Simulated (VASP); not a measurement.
# NaCl (Fm-3m) in VASP: further runs

The runs below take NaCl through single point, with PBE.

Program: VASP 6.6.1. These are calculated values, not measurements. Logs are shortened: lines on timing, memory, paths and dates and some standing lists are left out, and cuts for length are marked.

## Step 1: The cell of the first run

The structure is cubic, space group Fm-3m (No. 225). The conventional cell has a = 5.633 Å, b = 5.633 Å, c = 5.633 Å, α = 90.00°, β = 90.00°, γ = 90.00°. Within 3.7 Å of Na (site symmetry m-3m) lie 6 Cl at 2.82 Å. Cl (site symmetry m-3m) has 6 Na at 2.82 Å within 3.7 Å.

## Step 2: Single point, PBE

INCAR reads:

```
ALGO = Normal
EDIFF = 1E-6
ENCUT = 520
GGA = PE
ISIF = 2
ISMEAR = 0
LASPH = True
LCHARG = False
LREAL = False
LWAVE = False
NBANDS = 14
NELM = 80
PREC = Accurate
SIGMA = 0.05
```

KPOINTS reads:

```
k-points
0
Gamma
  8 8 8
```

POSCAR reads:

```
NaCl
1.0
    0.0000000000      2.8165047863      2.8165047863
    2.8165047863      0.0000000000      2.8165047863
    2.8165047863      2.8165047863      0.0000000000
Na Cl
1 1
Direct
    0.0000000000      0.0000000000      0.0000000000
    0.5000000000      0.5000000000      0.5000000000
```

Potentials or basis: VASP PAW PBE potentials, release 64 (Na_pv, Cl).

Started as:

```console
$ cat potpaw_PBE.64/Na_pv/POTCAR potpaw_PBE.64/Cl/POTCAR > POTCAR
$ mpirun -np 1 vasp_std > vasp.out
```

OUTCAR:

```text
EDIFF = 1E-6
   ENCUT = 520
   GGA = PE
   ISIF = 2
   ISMEAR = 0
   LASPH = True
   LREAL = False
   NELM = 80
   PREC = Accurate

 ion  position               nearest neighbor table
   1  0.000  0.000  0.000-
   2  0.500  0.500  0.500-

  LATTYP: Found a face centered cubic cell.
 ALAT       =     5.6330095726

  Lattice vectors:

 A1 = (   0.0000000000,   2.8165047863,   2.8165047863)
 A2 = (   2.8165047863,   0.0000000000,   2.8165047863)
 A3 = (   2.8165047863,   2.8165047863,   0.0000000000)

Analysis of symmetry for initial positions (statically):
=====================================================================
 Subroutine PRICEL returns:
 Original cell was already a primitive cell.

 Routine SETGRP: Setting up the symmetry group for a
 face centered cubic supercell.

 Subroutine GETGRP returns: Found 48 space group operations
 (whereof 48 operations were pure point group operations)
 out of a pool of 48 trial point group operations.

The static configuration has the point symmetry O_h .

Analysis of symmetry for dynamics (positions and initial velocities):
=====================================================================
 Subroutine PRICEL returns:
 Original cell was already a primitive cell.

 Routine SETGRP: Setting up the symmetry group for a
 face centered cubic supercell.

 Subroutine GETGRP returns: Found 48 space group operations
 (whereof 48 operations were pure point group operations)
 out of a pool of 48 trial point group operations.

The dynamic configuration has the point symmetry O_h .

 Subroutine INISYM returns: Found 48 space group operations
 (whereof 48 operations are pure point group operations),
 and found     1 'primitive' translations

----------------------------------------------------------------------------------------

                                     Primitive cell

  volume of cell :      44.6850

  direct lattice vectors                    reciprocal lattice vectors
     0.000000000  2.816504786  2.816504786    -0.177524996  0.177524996  0.177524996
     2.816504786  0.000000000  2.816504786     0.177524996 -0.177524996  0.177524996
     2.816504786  2.816504786  0.000000000     0.177524996  0.177524996 -0.177524996

  length of vectors
     3.983139267  3.983139267  3.983139267     0.307482312  0.307482312  0.307482312

  position of ions in fractional coordinates (direct lattice)
     0.000000000  0.000000000  0.000000000
     0.500000000  0.500000000  0.500000000

  ion indices of the primitive-cell ions
   primitive index   ion index
                 1           1
                 2           2

----------------------------------------------------------------------------------------

 KPOINTS: k-points

Automatic generation of k-mesh.
 Grid dimensions read from file:
 generate k-points for:    8    8    8

 Generating k-lattice:

  Cartesian coordinates                     Fractional coordinates (reciprocal lattice)
    -0.022190624  0.022190624  0.022190624     0.125000000  0.000000000  0.000000000
     0.022190624 -0.022190624  0.022190624     0.000000000  0.125000000  0.000000000
     0.022190624  0.022190624 -0.022190624     0.000000000  0.000000000  0.125000000

  Length of vectors
     0.038435289  0.038435289  0.038435289

  Shift w.r.t. Gamma in fractional coordinates (k-lattice)
     0.000000000  0.000000000  0.000000000

 Subroutine IBZKPT returns following result:
 ===========================================

 Found     29 irreducible k-points:

 Following reciprocal coordinates:
            Coordinates               Weight
  0.000000  0.000000  0.000000      1.000000
  0.125000  0.000000  0.000000      8.000000
  0.250000  0.000000  0.000000      8.000000
  0.375000  0.000000  0.000000      8.000000
  0.500000  0.000000  0.000000      4.000000
  0.125000  0.125000  0.000000      6.000000
[... 16 lines left out ...]
  0.500000  0.250000  0.125000     48.000000
 -0.375000  0.250000  0.125000     24.000000
 [... further k-points ...]
   k-points           NKPTS =     29   k-points in BZ     NKDIM =     29   number of bands    NBANDS=     14
   number of dos      NEDOS =    301   number of ions     NIONS =      2
   total plane-waves  NPLWV =  27000
   dimension x,y,z NGX =    30 NGY =   30 NGZ =   30
   dimension x,y,z NGXF=    60 NGYF=   60 NGZF=   60
   ions per type =               1   1
   NGX,Y,Z   is equivalent  to a cutoff of  12.52, 12.52, 12.52 a.u.
   NGXF,Y,Z  is equivalent  to a cutoff of  25.04, 25.04, 25.04 a.u.
 SYSTEM =  unknown system
   PREC   = accura    normal or accurate (medium, high low for compatibility)
   ISTART =      0    job   : 0-new  1-cont  2-samecut
   ICHARG =      2    charge: 1-file 2-atom 10-const
   ISPIN  =      1    spin polarized calculation?
   LNONCOLLINEAR =      F non collinear calculations
   LSORBIT =      F    spin-orbit coupling
   LASPH  =      T    aspherical Exc in radial PAW
   ENCUT  =  520.0 eV  38.22 Ry    6.18 a.u.   7.41  7.41  7.41*2*pi/ulx,y,z
   NELM   =     80;   NELMIN=  2; NELMDL= -5     # of ELM steps
   EDIFF  = 0.1E-05   stopping-criterion for ELM
   LREAL  =      F    real-space projection
   EDIFFG = 0.1E-04   stopping-criterion for IOM
   NSW    =      0    number of steps for IOM
   IBRION =     -1    ionic relax: 0-MD 1-quasi-New 2-CG
   NFREE  =      0    steps in history (QN), initial steepest desc. (CG)
   ISIF   =      2    stress and relaxation
   ISYM   =      2    0-nonsym 1-usesym 2-fastsym
   POTIM  = 0.5000    time-step for ionic-motion
   TEBEG  =    0.0;   TEEND  =   0.0 temperature during run
   PSTRESS=    0.0 pullay stress
   NELECT =      14.0000    total number of electrons
   NUPDOWN=      -1.0000    fix difference up-down
   EMIN   =  10.00;   EMAX   =-10.00  energy-range for DOS
   EFERMI =   0.00;   METHOD = LEGACY
   ISMEAR =     0;   SIGMA  =   0.05  broadening in eV -4-tet -1-fermi 0-gaus
   EFERMI_NEDOS =   21; number of points for ismear=-14 and -15
   IALGO  =     38    algorithm
   IMIX   =      4    mixing-type and parameters
     AMIX     =   0.40;   BMIX     =  1.00
     AMIX_MAG =   1.60;   BMIX_MAG =  1.00
  volume/ion in A,a.u.               =      22.34       150.77
  Fermi-wavevector in a.u.,A,eV,Ry     =   1.111895  2.101176 16.821018  1.236310
  Thomas-Fermi vector in A             =   2.248463
   LORBIT       =      0    0 simple, 1 ext, 2 COOP (PROOUT), +10 PAW based schemes
   GGA     = PE    functional components
   LHFCALC =     F    Hartree Fock is set to
   AEXX    =    0.0000 exact exchange contribution
   IVDW    =     0    specifies the selected vdW correction
   LEPSILON=     F    determine dielectric tensor
   LRPA    =     F    only Hartree local field effects (RPA)
 non-spin polarized calculation
 Gauss-broadening in eV      SIGMA  =   0.05
  energy-cutoff  :      520.00
  volume of cell :       44.68
 maximum number of plane-waves:      1243
 NGX is ok and might be reduce to    30
   NGX = 15   NGY = 15   NGZ = 15

 number of electron      13.9999998 magnetization

 Free energy of the ion-electron system (eV)
  ---------------------------------------------------
  ext. energy  EPLUGINS =         0.00000000
  ---------------------------------------------------
  free energy    TOTEN  =        -6.77385327 eV

  energy without entropy =       -6.77385327  energy(sigma->0) =       -6.77385327

 E-fermi :  -0.4583     XC(G=0):  -8.1822

 val. band max:       -0.7102672625   @ k =   0.0000   0.0000   0.0000
 cond. band min:       4.4112348397   @ k =   0.0000   0.0000   0.0000
 fundamental gap:      5.1215021022
 Fermi energy:        -0.4583334149

 k-point     1 :       0.0000    0.0000    0.0000
  band No.  band energies     occupation
      1     -21.5215      2.00000
      2     -21.5215      2.00000
      3     -21.5215      2.00000
      4     -13.3773      2.00000
      5      -0.7103      2.00000
      6      -0.7103      2.00000
      7      -0.7103      2.00000
      8       4.4112      0.00000
      9      10.4143      0.00000
     10      10.4143      0.00000
     11      10.4143      0.00000
     12      12.5797      0.00000
     13      12.5797      0.00000
     14      14.1919      0.00000

 k-point     2 :       0.1250    0.0000    0.0000
  band No.  band energies     occupation
      1     -21.5259      2.00000
      2     -21.5219      2.00000
      3     -21.5219      2.00000
      4     -13.3298      2.00000
      5      -1.0805      2.00000
      6      -0.7512      2.00000
      7      -0.7512      2.00000
      8       4.9085      0.00000
      9       9.8734      0.00000
     10      10.6072      0.00000
     11      10.6072      0.00000
     12      12.3189      0.00000
     13      12.3189      0.00000
     14      15.1084      0.00000

 k-point     3 :       0.2500    0.0000    0.0000
  band No.  band energies     occupation
      1     -21.5365      2.00000
      2     -21.5226      2.00000
      3     -21.5226      2.00000
      4     -13.2120      2.00000
      5      -1.8121      2.00000
      6      -0.8470      2.00000
      7      -0.8470      2.00000
      8       5.8852      0.00000
      9       9.3133      0.00000
     10      10.6963      0.00000
     11      10.6963      0.00000
     12      12.5362      0.00000
     13      12.5362      0.00000
     14      14.9366      0.00000
[... 324 lines left out ...]
 k-point    23 :       0.5000    0.2500    0.1250
  band No.  band energies     occupation
      1     -21.5431      2.00000
      2     -21.5293      2.00000
      3     -21.5251      2.00000
      4     -13.0433      2.00000
      5      -2.2521      2.00000
      6      -1.3981      2.00000
      7      -1.0706      2.00000
      8       7.4701      0.00000
      9       8.8708      0.00000
     10       9.2511      0.00000
     11      11.2201      0.00000
     12      13.0355      0.00000
     13      15.3973      0.00000
     14      15.8300      0.00000

 k-point    24 :      -0.3750    0.2500    0.1250
  band No.  band energies     occupation
      1     -21.5454      2.00000
      2     -21.5298      2.00000
      3     -21.5259      2.00000
      4     -13.0046      2.00000
      5      -2.3693      2.00000
      6      -1.4762      2.00000
      7      -1.1239      2.00000
      8       7.6297      0.00000
      9       8.8481      0.00000
     10       9.5667      0.00000
     11      11.0364      0.00000
     12      13.6601      0.00000
     13      14.9262      0.00000
     14      15.9507      0.00000

 [... further k-points ...]

------------------------ aborting loop because EDIFF is reached ----------------------------------------

  FORCE on cell =-STRESS in cart. coord.  units (eV):
  Direction    XX          YY          ZZ          XY          YZ          ZX
  --------------------------------------------------------------------------------------
  -------------------------------------------------------------------------------------
  Total        0.2301646      0.2301646      0.2301646     -0.0000000      0.0000000     -0.0000000
  in kB        8.2525416      8.2525416      8.2525416     -0.0000000      0.0000000     -0.0000000
  external PRESSURE =       8.2525416 kB  Pullay stress =       0.0000000 kB

 VOLUME and BASIS-vectors are now :
 -----------------------------------------------------------------------------
  energy-cutoff  :      520.00
  volume of cell :       44.68
      direct lattice vectors                 reciprocal lattice vectors
     0.000000000  2.816504786  2.816504786    -0.177524996  0.177524996  0.177524996
     2.816504786  0.000000000  2.816504786     0.177524996 -0.177524996  0.177524996
     2.816504786  2.816504786  0.000000000     0.177524996  0.177524996 -0.177524996

 POSITION                                       TOTAL-FORCE (eV/Angst)
 -----------------------------------------------------------------------------------
      0.00000      0.00000      0.00000        -0.000000      0.000000     -0.000000
      2.81650      2.81650      2.81650         0.000000     -0.000000      0.000000
 -----------------------------------------------------------------------------------
    total drift:                               -0.000000      0.000000      0.000000

  FREE ENERGIE OF THE ION-ELECTRON SYSTEM (eV)
  ---------------------------------------------------
  free  energy   TOTEN  =        -6.7738532726 eV

  energy  without entropy=       -6.7738532726  energy(sigma->0) =       -6.77385327
```

It took 12 s on 1 thread of Intel Xeon Platinum 8375C at 2.90GHz (Ice Lake), shared host; peak memory 0.16 GiB.

What came out:

```
Free energy            : -6.7739 eV
Pressure               : 0.8 GPa
Band gap on the k mesh : 5.12 eV, direct
```

## Step 3: Single point, PBE (volume scaled by 0.960)

INCAR is that of step 2.

KPOINTS is that of step 2.

POSCAR reads:

```
NaCl
1.0
    0.0000000000      2.8094794181      2.8094794181
    2.8094794181      0.0000000000      2.8094794181
    2.8094794181      2.8094794181      0.0000000000
Na Cl
1 1
Direct
    0.0000000000      0.0000000000      0.0000000000
    0.5000000000      0.5000000000      0.5000000000
```

Potentials or basis: VASP PAW PBE potentials, release 64 (Na_pv, Cl).

Started as:

```console
$ cat potpaw_PBE.64/Na_pv/POTCAR potpaw_PBE.64/Cl/POTCAR > POTCAR
$ mpirun -np 1 vasp_std > vasp.out
```

Wall time 12 s (1 thread of Intel Xeon Platinum 8375C at 2.90GHz (Ice Lake), shared host); peak memory 0.16 GiB.

Results (log left out):

```yaml
Free_energy: -6.7718 eV
Pressure: 1.0 GPa
Band_gap_on_the_k_mesh: 5.15 eV, direct
```

Levels at points of the mesh, in eV from the valence-band top:
```csv
k point,band 3,band 4,band 5,band 6,band 7,band 8,band 9,band 10,band 11,band 12
"(0.00, 0.00, 0.00)",-20.80,-12.68,0.00,0.00,0.00,5.15,11.13,11.13,11.13,13.31
"(0.50, 0.00, 0.00)",-20.80,-12.34,-1.96,-0.27,-0.27,7.29,10.72,11.00,11.00,15.06
"(0.50, 0.50, 0.00)",-20.81,-12.29,-1.69,-0.61,-0.61,7.57,8.07,11.40,14.88,14.88
```
